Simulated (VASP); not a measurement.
# SrCl2 (Fm-3m) in VASP: notebook

SrCl2 is run at these levels: HSE06, PBE0; tasks: single point.

Everything below comes from runs of VASP 6.6.1. Logs are shortened: lines on timing, memory, paths and dates and some standing lists are left out, and cuts for length are marked.

## 1. The cell of the first run

Symmetry: Fm-3m, No. 225, cubic system. The conventional cell has a = 6.977 Å, b = 6.977 Å, c = 6.977 Å, α = 90.00°, β = 90.00°, γ = 90.00°. Sr (site symmetry m-3m) has 8 Cl at 3.02 Å within 4.0 Å. Within 4.0 Å of Cl (site symmetry -43m) lie 4 Sr at 3.02 Å and 6 Cl at 3.49 Å.

## 2. Single point, HSE06

Contents of POSCAR:

```
SrCl2
1.0
    0.0000000000      3.4883500000      3.4883500000
    3.4883500000      0.0000000000      3.4883500000
    3.4883500000      3.4883500000      0.0000000000
Sr Cl
1 2
Direct
    0.0000000000      0.0000000000      0.0000000000
    0.7500000000      0.7500000000      0.7500000000
    0.2500000000      0.2500000000      0.2500000000
```

Contents of INCAR.step1:

```
PREC = Accurate
ENCUT = 520
EDIFF = 1E-5
ISMEAR = 0
SIGMA = 0.01
LREAL = F
LASPH = T
NELM = 60
ALGO = Normal
ISIF = 2
LWAVE = T
LCHARG = F
NBANDS = 19
GGA = PE
```

Contents of INCAR.step2:

```
PREC = Accurate
ENCUT = 520
EDIFF = 1E-7
ISMEAR = 0
SIGMA = 0.01
LREAL = F
LASPH = T
NELM = 60
ALGO = Normal
ISIF = 2
LWAVE = F
LCHARG = F
GGA = PE
LHFCALC = T
HFSCREEN = 0.2079
PRECFOCK = Normal
NBANDS = 19
ISTART = 1
```

Contents of KPOINTS:

```
regular mesh
0
Gamma
  4 4 4
```

Potentials or basis: VASP PAW PBE potentials, release 64 (Sr_sv, Cl).

Run with:

```bash
$ cat potpaw_PBE.64/Sr_sv/POTCAR potpaw_PBE.64/Cl/POTCAR > POTCAR
$ cp INCAR.step1 INCAR
$ mpirun -np 1 vasp_std > vasp.out
$ cp INCAR.step2 INCAR
$ mpirun -np 1 vasp_std > vasp.out
```

OUTCAR:

```text
PREC = Accurate
   ENCUT = 520
   EDIFF = 1E-7
   ISMEAR = 0
   LREAL = F
   LASPH = T
   NELM = 60
   ISIF = 2
   GGA = PE
   LHFCALC = T
   HFSCREEN = 0.2079
   PRECFOCK = Normal
   ISTART = 1

 ion  position               nearest neighbor table
   1  0.000  0.000  0.000-   2 3.02   2 3.02   2 3.02   2 3.02   3 3.02   3 3.02   3 3.02   3 3.02

   2  0.750  0.750  0.750-   1 3.02   1 3.02   1 3.02   1 3.02
   3  0.250  0.250  0.250-   1 3.02   1 3.02   1 3.02   1 3.02

  LATTYP: Found a face centered cubic cell.
 ALAT       =     6.9767000000

  Lattice vectors:

 A1 = (   0.0000000000,   3.4883500000,   3.4883500000)
 A2 = (   3.4883500000,   0.0000000000,   3.4883500000)
 A3 = (   3.4883500000,   3.4883500000,   0.0000000000)

Analysis of symmetry for initial positions (statically):
=====================================================================
 Subroutine PRICEL returns:
 Original cell was already a primitive cell.

 Routine SETGRP: Setting up the symmetry group for a
 face centered cubic supercell.

 Subroutine GETGRP returns: Found 48 space group operations
 (whereof 48 operations were pure point group operations)
 out of a pool of 48 trial point group operations.

The static configuration has the point symmetry O_h .

Analysis of symmetry for dynamics (positions and initial velocities):
=====================================================================
 Subroutine PRICEL returns:
 Original cell was already a primitive cell.

 Routine SETGRP: Setting up the symmetry group for a
 face centered cubic supercell.

 Subroutine GETGRP returns: Found 48 space group operations
 (whereof 48 operations were pure point group operations)
 out of a pool of 48 trial point group operations.

The dynamic configuration has the point symmetry O_h .

 Subroutine INISYM returns: Found 48 space group operations
 (whereof 48 operations are pure point group operations),
 and found     1 'primitive' translations

----------------------------------------------------------------------------------------

                                     Primitive cell
[... 76 lines left out ...]
   EDIFF  = 0.1E-06   stopping-criterion for ELM
   LREAL  =      F    real-space projection
   EDIFFG = 0.1E-05   stopping-criterion for IOM
   NSW    =      0    number of steps for IOM
   IBRION =     -1    ionic relax: 0-MD 1-quasi-New 2-CG
   NFREE  =      0    steps in history (QN), initial steepest desc. (CG)
   ISIF   =      2    stress and relaxation
   ISYM   =      3    0-nonsym 1-usesym 2-fastsym
   POTIM  = 0.5000    time-step for ionic-motion
   TEBEG  =    0.0;   TEEND  =   0.0 temperature during run
   PSTRESS=    0.0 pullay stress
   NELECT =      24.0000    total number of electrons
   NUPDOWN=      -1.0000    fix difference up-down
   EMIN   =  10.00;   EMAX   =-10.00  energy-range for DOS
   EFERMI =   0.00;   METHOD = LEGACY
   ISMEAR =     0;   SIGMA  =   0.01  broadening in eV -4-tet -1-fermi 0-gaus
   EFERMI_NEDOS =   21; number of points for ismear=-14 and -15
   IALGO  =     38    algorithm
   IMIX   =      1    mixing-type and parameters
     AMIX     =   0.40;   BMIX     =  1.00
     AMIX_MAG =   1.60;   BMIX_MAG =  1.00
  volume/ion in A,a.u.               =      28.30       190.97
  Fermi-wavevector in a.u.,A,eV,Ry     =   1.074439  2.030396 15.706833  1.154420
  Thomas-Fermi vector in A             =   2.210267
   LORBIT       =      0    0 simple, 1 ext, 2 COOP (PROOUT), +10 PAW based schemes
   GGA     = PE    functional components
   LHFCALC =     T    Hartree Fock is set to
   PRECFOCK=normal    Normal, Fast or Accurate (Low or Medium for compatibility)
   ENCUT4O =  -1.0   cutoff for four orbital integrals eV
   NKREDX  =     1    reduce k-point grid by
   NKREDY  =     1    reduce k-point grid by
   NKREDZ  =     1    reduce k-point grid by
   AEXX    =    0.2500 exact exchange contribution
   HFSCREEN=    0.2079 screening length (either q_TF or 0.3 A-1)
   HFSCREENC=   0.2079 screening length for correlation (either q_TF or 0.3 A-1)
   ENCUTFOCK=  -1.0 apply spherical cutoff to Coloumb kernel
   IVDW    =     0    specifies the selected vdW correction
   LEPSILON=     F    determine dielectric tensor
   LRPA    =     F    only Hartree local field effects (RPA)
 non-spin polarized calculation
 Gauss-broadening in eV      SIGMA  =   0.01
  energy-cutoff  :      520.00
  volume of cell :       84.90
 maximum number of plane-waves:      2302
 NGX is ok and might be reduce to    40
  NGX = 28; NGY = 28; NGZ = 28

 number of electron      24.0000003 magnetization

 Free energy of the ion-electron system (eV)
  ---------------------------------------------------
  ext. energy  EPLUGINS =         0.00000000
  ---------------------------------------------------
  free energy    TOTEN  =       -14.81112327 eV

  energy without entropy =      -14.81112327  energy(sigma->0) =      -14.81112327

 E-fermi :  -0.7026     XC(G=0):  -6.9051

 val. band max:       -0.7707394068   @ k =   0.5000   0.5000   0.0000
 cond. band min:       5.8452340182   @ k =   0.0000   0.0000   0.0000
 fundamental gap:      6.6159734250
 Fermi energy:        -0.7026488257

 k-point     1 :       0.0000    0.0000    0.0000
  band No.  band energies     occupation
      1     -35.7267      2.00000
      2     -16.4454      2.00000
      3     -16.4454      2.00000
      4     -16.4454      2.00000
      5     -15.3244      2.00000
      6     -14.4003      2.00000
[... 153 lines left out ...]
      6     -14.5406      2.00000
[... 11 lines left out ...]
     18      10.2945      0.00000
     19      11.3592      0.00000

------------------------ aborting loop because EDIFF is reached ----------------------------------------

  FORCE on cell =-STRESS in cart. coord.  units (eV):
  Direction    XX          YY          ZZ          XY          YZ          ZX
  --------------------------------------------------------------------------------------
  -------------------------------------------------------------------------------------
  Total        0.2955948      0.2955948      0.2955948      0.0000000      0.0000000     -0.0000000
  in kB        5.5784974      5.5784974      5.5784974      0.0000000      0.0000000     -0.0000000
  external PRESSURE =       5.5784974 kB  Pullay stress =       0.0000000 kB

 VOLUME and BASIS-vectors are now :
 -----------------------------------------------------------------------------
  energy-cutoff  :      520.00
  volume of cell :       84.90
      direct lattice vectors                 reciprocal lattice vectors
     0.000000000  3.488350000  3.488350000    -0.143334241  0.143334241  0.143334241
     3.488350000  0.000000000  3.488350000     0.143334241 -0.143334241  0.143334241
     3.488350000  3.488350000  0.000000000     0.143334241  0.143334241 -0.143334241

 POSITION                                       TOTAL-FORCE (eV/Angst)
 -----------------------------------------------------------------------------------
      0.00000      0.00000      0.00000         0.000000      0.000000     -0.000000
      5.23252      5.23252      5.23252         0.000000     -0.000000     -0.000000
      1.74418      1.74418      1.74418        -0.000000      0.000000      0.000000
 -----------------------------------------------------------------------------------
    total drift:                                0.000000      0.000000      0.000000

  FREE ENERGIE OF THE ION-ELECTRON SYSTEM (eV)
  ---------------------------------------------------
  free  energy   TOTEN  =       -14.8111232666 eV

  energy  without entropy=      -14.8111232666  energy(sigma->0) =      -14.81112327
```

Run time: 30 min. Hardware: 1 thread of Intel Xeon 8259CL, shared host; peak memory 0.36 GiB.

What came out:

```
Free energy            : -14.8111 eV
Pressure               : 0.6 GPa
Band gap on the k mesh : 6.62 eV (least direct gap 6.81 eV)
```

Levels at points of the mesh, in eV from the valence-band top:
```
           k point  band 8  band 9  band 10  band 11  band 12  band 13  band 14  band 15  band 16  band 17
(0.00, 0.00, 0.00)   -2.28   -2.28    -0.37    -0.37    -0.37     6.62     7.52     7.52    10.37    10.37
(0.50, 0.00, 0.00)   -1.66   -1.59    -1.41    -1.14    -1.14     8.19     8.19     9.08     9.11    10.25
(0.50, 0.50, 0.00)   -2.04   -2.04    -0.42    -0.42     0.00     6.81     8.55     9.20     9.60     9.60
```

Caveat: the PAW data sets were made with another functional, which shifts forces and pressure a little. A k mesh can miss the band edges.

## 3. Single point, PBE0

POSCAR is that of step 2.

Contents of INCAR.step1:

```
SYSTEM = SrCl2
PREC = Accurate
ENCUT = 520
EDIFF = 1E-5
ISMEAR = 0
SIGMA = 0.01
LREAL = .False.
LASPH = .True.
NELM = 60
ALGO = Normal
ISIF = 2
LWAVE = .True.
LCHARG = .False.
NBANDS = 19
GGA = PE
```

Contents of INCAR.step2:

```
SYSTEM = SrCl2
PREC = Accurate
ENCUT = 520
EDIFF = 1E-6
ISMEAR = 0
SIGMA = 0.01
LREAL = .False.
LASPH = .True.
NELM = 60
ALGO = Normal
ISIF = 2
LWAVE = .False.
LCHARG = .False.
GGA = PE
LHFCALC = .True.
AEXX = 0.25
PRECFOCK = Normal
NBANDS = 19
ISTART = 1
```

Contents of KPOINTS:

```
Automatic mesh
0
Gamma
  4 4 4
  0 0 0
```

Potentials or basis: VASP PAW PBE potentials, release 64 (Sr_sv, Cl).

Run with:

```bash
$ cat potpaw_PBE.64/Sr_sv/POTCAR potpaw_PBE.64/Cl/POTCAR > POTCAR
$ cp INCAR.step1 INCAR
$ mpirun -np 1 vasp_std > vasp.out
$ cp INCAR.step2 INCAR
$ mpirun -np 1 vasp_std > vasp.out
```

OUTCAR:

```text
SYSTEM = SrCl2
   PREC = Accurate
   ENCUT = 520
   EDIFF = 1E-6
   ISMEAR = 0
   LREAL = .False.
   LASPH = .True.
   NELM = 60
   ISIF = 2
   GGA = PE
   LHFCALC = .True.
   AEXX = 0.25
   PRECFOCK = Normal
   ISTART = 1

 ion  position               nearest neighbor table
   1  0.000  0.000  0.000-   2 3.02   2 3.02   2 3.02   2 3.02   3 3.02   3 3.02   3 3.02   3 3.02

   2  0.750  0.750  0.750-   1 3.02   1 3.02   1 3.02   1 3.02
   3  0.250  0.250  0.250-   1 3.02   1 3.02   1 3.02   1 3.02

  LATTYP: Found a face centered cubic cell.
 ALAT       =     6.9767000000

  Lattice vectors:

 A1 = (   0.0000000000,   3.4883500000,   3.4883500000)
 A2 = (   3.4883500000,   0.0000000000,   3.4883500000)
 A3 = (   3.4883500000,   3.4883500000,   0.0000000000)

Analysis of symmetry for initial positions (statically):
=====================================================================
 Subroutine PRICEL returns:
 Original cell was already a primitive cell.

 Routine SETGRP: Setting up the symmetry group for a
 face centered cubic supercell.

 Subroutine GETGRP returns: Found 48 space group operations
 (whereof 48 operations were pure point group operations)
 out of a pool of 48 trial point group operations.

The static configuration has the point symmetry O_h .

Analysis of symmetry for dynamics (positions and initial velocities):
=====================================================================
 Subroutine PRICEL returns:
 Original cell was already a primitive cell.

 Routine SETGRP: Setting up the symmetry group for a
 face centered cubic supercell.

 Subroutine GETGRP returns: Found 48 space group operations
 (whereof 48 operations were pure point group operations)
 out of a pool of 48 trial point group operations.

The dynamic configuration has the point symmetry O_h .

 Subroutine INISYM returns: Found 48 space group operations
 (whereof 48 operations are pure point group operations),
 and found     1 'primitive' translations

----------------------------------------------------------------------------------------

                                     Primitive cell

  volume of cell :      84.8966

  direct lattice vectors                    reciprocal lattice vectors
     0.000000000  3.488350000  3.488350000    -0.143334241  0.143334241  0.143334241
     3.488350000  0.000000000  3.488350000     0.143334241 -0.143334241  0.143334241
     3.488350000  3.488350000  0.000000000     0.143334241  0.143334241 -0.143334241

  length of vectors
     4.933271880  4.933271880  4.933271880     0.248262188  0.248262188  0.248262188

  position of ions in fractional coordinates (direct lattice)
     0.000000000  0.000000000  0.000000000
     0.750000000  0.750000000  0.750000000
     0.250000000  0.250000000  0.250000000

  ion indices of the primitive-cell ions
   primitive index   ion index
                 1           1
                 2           2
                 3           3

----------------------------------------------------------------------------------------
[... 29 lines left out ...]
  0.500000  0.000000  0.000000      4.000000
  0.250000  0.250000  0.000000      6.000000
  0.500000  0.250000  0.000000     24.000000
 -0.250000  0.250000  0.000000     12.000000
  0.500000  0.500000  0.000000      3.000000
 -0.250000  0.500000  0.250000      6.000000
   k-points           NKPTS =      8   k-points in BZ     NKDIM =     64   number of bands    NBANDS=     19
   number of dos      NEDOS =    301   number of ions     NIONS =      3
   total plane-waves  NPLWV =  64000
   dimension x,y,z NGX =    40 NGY =   40 NGZ =   40
   dimension x,y,z NGXF=    80 NGYF=   80 NGZF=   80
   ions per type =               1   2
   NGX,Y,Z   is equivalent  to a cutoff of  13.48, 13.48, 13.48 a.u.
   NGXF,Y,Z  is equivalent  to a cutoff of  26.96, 26.96, 26.96 a.u.
 SYSTEM =  SrCl2
   PREC   = accura    normal or accurate (medium, high low for compatibility)
   ISTART =      1    job   : 0-new  1-cont  2-samecut
   ICHARG =      0    charge: 1-file 2-atom 10-const
   ISPIN  =      1    spin polarized calculation?
   LNONCOLLINEAR =      F non collinear calculations
   LSORBIT =      F    spin-orbit coupling
   LASPH  =      T    aspherical Exc in radial PAW
   ENCUT  =  520.0 eV  38.22 Ry    6.18 a.u.   9.17  9.17  9.17*2*pi/ulx,y,z
   NELM   =     60;   NELMIN=  2; NELMDL=  0     # of ELM steps
   EDIFF  = 0.1E-05   stopping-criterion for ELM
   LREAL  =      F    real-space projection
   EDIFFG = 0.1E-04   stopping-criterion for IOM
   NSW    =      0    number of steps for IOM
   IBRION =     -1    ionic relax: 0-MD 1-quasi-New 2-CG
   NFREE  =      0    steps in history (QN), initial steepest desc. (CG)
   ISIF   =      2    stress and relaxation
   ISYM   =      3    0-nonsym 1-usesym 2-fastsym
   POTIM  = 0.5000    time-step for ionic-motion
   TEBEG  =    0.0;   TEEND  =   0.0 temperature during run
   PSTRESS=    0.0 pullay stress
   NELECT =      24.0000    total number of electrons
   NUPDOWN=      -1.0000    fix difference up-down
   EMIN   =  10.00;   EMAX   =-10.00  energy-range for DOS
   EFERMI =   0.00;   METHOD = LEGACY
   ISMEAR =     0;   SIGMA  =   0.01  broadening in eV -4-tet -1-fermi 0-gaus
   EFERMI_NEDOS =   21; number of points for ismear=-14 and -15
   IALGO  =     38    algorithm
   IMIX   =      1    mixing-type and parameters
     AMIX     =   0.40;   BMIX     =  1.00
     AMIX_MAG =   1.60;   BMIX_MAG =  1.00
  volume/ion in A,a.u.               =      28.30       190.97
  Fermi-wavevector in a.u.,A,eV,Ry     =   1.074439  2.030396 15.706833  1.154420
  Thomas-Fermi vector in A             =   2.210267
   LORBIT       =      0    0 simple, 1 ext, 2 COOP (PROOUT), +10 PAW based schemes
   GGA     = PE    functional components
   LHFCALC =     T    Hartree Fock is set to
   PRECFOCK=normal    Normal, Fast or Accurate (Low or Medium for compatibility)
   ENCUT4O =  -1.0   cutoff for four orbital integrals eV
   NKREDX  =     1    reduce k-point grid by
   NKREDY  =     1    reduce k-point grid by
   NKREDZ  =     1    reduce k-point grid by
   AEXX    =    0.2500 exact exchange contribution
   HFSCREEN=    0.0000 screening length (either q_TF or 0.3 A-1)
   HFSCREENC=   0.0000 screening length for correlation (either q_TF or 0.3 A-1)
   ENCUTFOCK=  -1.0 apply spherical cutoff to Coloumb kernel
   IVDW    =     0    specifies the selected vdW correction
   LEPSILON=     F    determine dielectric tensor
   LRPA    =     F    only Hartree local field effects (RPA)
 non-spin polarized calculation
 Gauss-broadening in eV      SIGMA  =   0.01
  energy-cutoff  :      520.00
  volume of cell :       84.90
 maximum number of plane-waves:      2302
 NGX is ok and might be reduce to    40
  NGX = 28; NGY = 28; NGZ = 28

 number of electron      24.0000003 magnetization

 Free energy of the ion-electron system (eV)
  ---------------------------------------------------
  ext. energy  EPLUGINS =         0.00000000
  ---------------------------------------------------
  free energy    TOTEN  =       -15.53194446 eV

  energy without entropy =      -15.53194446  energy(sigma->0) =      -15.53194446

 E-fermi :  -1.1044     XC(G=0):  -6.5266

 val. band max:       -1.1695070586   @ k =   0.5000   0.5000   0.0000
 cond. band min:       6.1839172948   @ k =   0.0000   0.0000   0.0000
 fundamental gap:      7.3534243535
 Fermi energy:        -1.1043700643

 k-point     1 :       0.0000    0.0000    0.0000
  band No.  band energies     occupation
      1     -36.1533      2.00000
      2     -16.8618      2.00000
      3     -16.8618      2.00000
      4     -16.8618      2.00000
      5     -15.7590      2.00000
      6     -14.8318      2.00000
[... 153 lines left out ...]
      6     -14.9691      2.00000
[... 11 lines left out ...]
     18      10.6698      0.00000
     19      11.7332      0.00000

------------------------ aborting loop because EDIFF is reached ----------------------------------------

  FORCE on cell =-STRESS in cart. coord.  units (eV):
  Direction    XX          YY          ZZ          XY          YZ          ZX
  --------------------------------------------------------------------------------------
  -------------------------------------------------------------------------------------
  Total        0.2362016      0.2362016      0.2362016      0.0000000     -0.0000000     -0.0000000
  in kB        4.4576229      4.4576229      4.4576229      0.0000000     -0.0000000     -0.0000000
  external PRESSURE =       4.4576229 kB  Pullay stress =       0.0000000 kB

 VOLUME and BASIS-vectors are now :
 -----------------------------------------------------------------------------
  energy-cutoff  :      520.00
  volume of cell :       84.90
      direct lattice vectors                 reciprocal lattice vectors
     0.000000000  3.488350000  3.488350000    -0.143334241  0.143334241  0.143334241
     3.488350000  0.000000000  3.488350000     0.143334241 -0.143334241  0.143334241
     3.488350000  3.488350000  0.000000000     0.143334241  0.143334241 -0.143334241

 POSITION                                       TOTAL-FORCE (eV/Angst)
 -----------------------------------------------------------------------------------
      0.00000      0.00000      0.00000         0.000000     -0.000000     -0.000000
      5.23252      5.23252      5.23252        -0.000000     -0.000000     -0.000000
      1.74418      1.74418      1.74418         0.000000      0.000000      0.000000
 -----------------------------------------------------------------------------------
    total drift:                                0.000001      0.000000      0.000000

  FREE ENERGIE OF THE ION-ELECTRON SYSTEM (eV)
  ---------------------------------------------------
  free  energy   TOTEN  =       -15.5319444649 eV

  energy  without entropy=      -15.5319444649  energy(sigma->0) =      -15.53194446
```

Run time: 26 min. Hardware: 1 thread of Intel Xeon 8259CL, shared host; peak memory 0.26 GiB.

What came out:

```yaml
Free_energy: -15.5319 eV
Pressure: 0.4 GPa
Band_gap_on_the_k_mesh: 7.35 eV (least direct gap 7.57 eV)
```

Levels at points of the mesh, in eV from the valence-band top:
```csv
k point,band 8,band 9,band 10,band 11,band 12,band 13,band 14,band 15,band 16,band 17
"(0.00, 0.00, 0.00)",-2.30,-2.30,-0.37,-0.37,-0.37,7.35,8.28,8.28,11.14,11.14
"(0.50, 0.00, 0.00)",-1.68,-1.61,-1.42,-1.15,-1.15,8.97,8.97,9.86,9.86,11.04
"(0.50, 0.50, 0.00)",-2.06,-2.06,-0.43,-0.43,0.00,7.57,9.32,9.98,10.38,10.38
```

Caveat: the PAW data sets were made with another functional, which shifts forces and pressure a little. A k mesh can miss the band edges.
